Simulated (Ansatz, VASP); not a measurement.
# One calculation of BeS, two programs

File INCAR:

```
SYSTEM = BeS
ALGO     = Normal         ! electronic algorithm
EDIFF    = 1E-7           ! SCF threshold, eV
ENCUT    = 520            ! plane-wave cutoff, eV
GGA      = PE             ! functional
ISIF     = 2              ! what is computed and relaxed
ISMEAR   = -1             ! smearing method
LASPH    = .TRUE.         ! aspherical terms in the spheres
LCHARG   = .FALSE.        ! write CHGCAR
LREAL    = .FALSE.        ! projectors in reciprocal space
LWAVE    = .FALSE.        ! write WAVECAR
NBANDS   = 11             ! bands
NELM     = 60             ! most SCF steps
PREC     = Accurate       ! precision mode
SIGMA    = 0.02           ! smearing width, eV
```

The input KPOINTS:

```
k-points
0
G
  10 10 10
  0 0 0
```

The input POSCAR:

```
BeS
1.0
    0.0000000000      2.5073354173      2.5073354173
    2.5073354173      0.0000000000      2.5073354173
    2.5073354173      2.5073354173      0.0000000000
Be S
1 1
Direct
    0.0000000000      0.0000000000      0.0000000000
    0.2500000000      0.2500000000      0.2500000000
```

Input for Ansatz:

```yaml
crystal:
  lattice:
    - [0.0, 2.5073354173, 2.5073354173]
    - [2.5073354173, 0.0, 2.5073354173]
    - [2.5073354173, 2.5073354173, 0.0]
  atoms:
    - { symbol: Be, position: [0.0, 0.0, 0.0] }
    - { symbol: S, position: [0.25, 0.25, 0.25] }
kpoints:
  mp_grid: { grid: [10, 10, 10] }
  band_path:
    path:
      - [0.0, 0.0, 0.0]
      - [-0.5, -0.5, 0.0]
      - [-0.375, -0.375, 0.25]
      - [-0.375, 0.0, 0.375]
      - [0.0, 0.0, 0.5]
      - [-0.5, -0.25, 0.25]
      - [-0.0375, 0.0, 0.0375]
      - [0.0, 0.5, 0.5]
    npoints: 1
hamiltonian:
  xc: pbe
scf:
  occupations: { method: fermi_dirac, width: 0.02 }
  n_extra_bands: 4
output:
  forces: true
  stress: true
  eigenvalues: true
```

Change from the starting cell: hydrostatic strain +3.0%.

Alike in both runs: task single point; functional PBE; k mesh 10 × 10 × 10; occupations fermi-dirac, width 0.02 eV; no spin polarisation.

|  | VASP | Ansatz |
| --- | --- | --- |
| version | VASP 6.6.1 | Ansatz 0.2.0 |
| potentials or method | VASP PAW PBE potentials, release 64 (Be, S) | plane waves, PAW |
| plane-wave cutoff (eV) | 520 | 420 |
| valence electrons in the cell | 8 | 8 |

```tsv
	VASP	Ansatz	Ansatz less VASP
gap on the k mesh at the Fermi level (eV)	3.31	3.31	-0.001
pressure (GPa)	-6.7	-6.7	-0.01
```

With one functional, cell and mesh, what is left measures potentials, basis and numerics.
